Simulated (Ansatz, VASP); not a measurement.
# Two plane-wave programs on TiO2

The input INCAR:

```
  PREC = Accurate
  ENCUT = 520
  EDIFF = 1E-6
  ISMEAR = -1
  SIGMA = 0.02
  LREAL = F
  LASPH = T
  NELM = 80
  ALGO = Normal
  ISIF = 2
  LWAVE = F
  LCHARG = F
  GGA = PE
  NBANDS = 33
```

Contents of KPOINTS:

```
regular mesh
0
Gamma
  6 6 8
```

File POSCAR:

```
TiO2
1.0
    4.5968534828      0.0000000000      0.0000000000
    0.0000000000      4.5968534828      0.0000000000
    0.0000000000      0.0000000000      2.9534912833
Ti O
2 4
Direct
    0.0000000000      0.0000000000      0.0000000000
    0.5000000000      0.5000000000      0.5000000000
    0.3046432215      0.3046432215      0.0000000000
    0.1953567785      0.8046432215      0.5000000000
    0.8046432215      0.1953567785      0.5000000000
    0.6953567785      0.6953567785      0.0000000000
```

Input for Ansatz:

```yaml
crystal:
  lattice:
    - [4.5968534828, 0.0, 0.0]
    - [0.0, 4.5968534828, 0.0]
    - [0.0, 0.0, 2.9534912833]
  atoms:
    - { symbol: Ti, position: [0.0, 0.0, 0.0] }
    - { symbol: Ti, position: [0.5, 0.5, 0.5] }
    - { symbol: O, position: [0.3046432215, 0.3046432215, 0.0] }
    - { symbol: O, position: [0.1953567785, 0.8046432215, 0.5] }
    - { symbol: O, position: [0.8046432215, 0.1953567785, 0.5] }
    - { symbol: O, position: [0.6953567785, 0.6953567785, 0.0] }
kpoints:
  mp_grid: { grid: [6, 6, 8] }
  band_path:
    path:
      - [[0.0, 0.0, 0.0], [3.703119602181e-53, 0.5, 1.168587671685e-35], [0.5, 0.5, 3.21235080676e-35], [0.0, 0.0, 0.0], [9.177236743663e-52, 1.819104074655e-51, 0.5], [9.177236743663e-52, 0.5, 0.5], [0.5, 0.5, 0.5], [9.177236743663e-52, 1.819104074655e-51, 0.5]]
      - [[3.703119602181e-53, 0.5, 1.168587671685e-35], [9.177236743663e-52, 0.5, 0.5]]
      - [[0.5, 0.5, 3.21235080676e-35], [0.5, 0.5, 0.5]]
    npoints: 10
hamiltonian:
  xc: pbe
scf:
  occupations: { method: fermi_dirac, width: 0.02 }
  n_extra_bands: 5
output:
  forces: true
  stress: true
  eigenvalues: true
```

Alike in both runs: task single point; functional PBE; k mesh 6 × 6 × 8; occupations fermi-dirac, width 0.02 eV; no spin polarisation.

|  | VASP | Ansatz |
| --- | --- | --- |
| version | VASP 6.6.1 | Ansatz 0.2.0 |
| potentials or method | VASP PAW PBE potentials, release 64 (Ti_sv, O) | plane waves, PAW |
| plane-wave cutoff (eV) | 520 | 420 |
| valence electrons in the cell | 48 | 48 |

VASP gave:

| Quantity | Value |
| --- | --- |
| gap on the k mesh at the Fermi level (eV) | 1.86 |
| pressure (GPa) | 5.9 |
| traceless stress, the component that is largest in VASP (GPa) | 0.04 |
| rms of the force components (eV/Å) | 0.038 |

Q: Which values does Ansatz return?

A: gap on the k mesh at the Fermi level (eV): 1.89; pressure (GPa): 5.2; traceless stress, the component that is largest in VASP (GPa): -0.17; rms of the force components (eV/Å): 0.026.

Atom by atom the forces differ by 0.013 eV/Å (rms over components).
